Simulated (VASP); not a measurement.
The system is CuI (Marshite).

```
CELL_PARAMETERS angstrom
0.00000 3.03150 3.03150
3.03150 0.00000 3.03150
3.03150 3.03150 0.00000
ATOMIC_POSITIONS crystal
I 0.00000 0.00000 0.00000
Cu 0.75000 0.75000 0.75000
```

* Program: VASP 6.6.1
* Task: relaxation of cell and atoms
* Functional: PBEsol
* Potentials or basis: VASP PAW PBE potentials, release 64 (I, Cu)
* Cutoff: 600 eV
* k mesh: 8 × 8 × 8
* Occupations: fermi-dirac, width 0.05 eV
* Spin: no spin polarisation

At the start: pressure -2.2 GPa; volume 27.86 Å³/atom.

Question: Where does the relaxation end?

Answer: Over 6 steps the energy falls by 13.3 meV/atom and the volume is 26.30 Å³/atom (-5.6 %); space group F-43m (No. 216, to 0.05 Å).

Step by step:
```csv
step,energy change (eV),largest force (eV/Å),pressure (GPa),volume (Å³)
1,0.0000,0.0000,-2.16,55.72
2,-0.0264,0.0000,-0.15,52.75
3,-0.0265,0.0000,-0.12,52.63
4,-0.0265,0.0000,-0.12,52.62
5,-0.0266,0.0000,-0.09,52.60
6,-0.0266,0.0000,-0.02,52.60
```

Final structure:
```
I Cu
1.0
     0.00000    2.97384    2.97384
     2.97384    0.00000    2.97384
     2.97384    2.97384    0.00000
I Cu
1 1
Direct
  0.00000 0.00000 0.00000
  0.75000 0.75000 0.75000
```

Caveat: the PAW data sets were made with another functional, which shifts forces and pressure a little.
